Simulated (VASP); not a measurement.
Runs of VASP 6.6.1 on AlRu. The structure is that of space group Pm-3m (No. 221), or close to it. The cells are those of the table. 

```tsv
task	level	cell	gap on the mesh (eV)	pressure (GPa)
relaxation of the atoms	r2SCAN	atoms relaxed from a = 2.964 Å, 2 atoms	none	4.8
single point	r2SCAN	a = 2.943 Å, 2 atoms	none	10.0
single point	r2SCAN	a = 2.923 Å, 2 atoms	none	15.8
relaxation of the atoms	r2SCAN	atoms relaxed from a = 2.984 Å, 2 atoms	none	0.1
single point	r2SCAN	a = 2.984 Å, 2 atoms	none	0.1
single point	r2SCAN	a = 3.023 Å, 2 atoms	none	(a)
single point	r2SCAN	a = 3.042 Å, 2 atoms	none	-11.3
relaxation of the atoms	r2SCAN	atoms relaxed from a = 3.042 Å, 2 atoms	none	-11.3
single point	r2SCAN	a = 2.964 Å, 2 atoms	none	4.8
single point	PBE	a = 3.005 Å, 2 atoms	none	0.0
```

Alike in all rows: potentials or basis VASP PAW PBE potentials, release 64 (Al, Ru_pv); no spin polarisation; k mesh 11 × 11 × 11; cutoff (eV) 520; smearing fermi-dirac 0.1 eV.

Task: Estimate the missing entries.

Result: (a) -7.9.

Caveats: the PAW data sets were made with another functional, which shifts forces and pressure a little (some runs); the relaxation stopped at its first step, so nothing moved (some runs).

A k mesh can miss the band edges, and the runs leave out spin-orbit coupling on Ru.

A gap of «none» marks levels without a gap at the run's occupations.
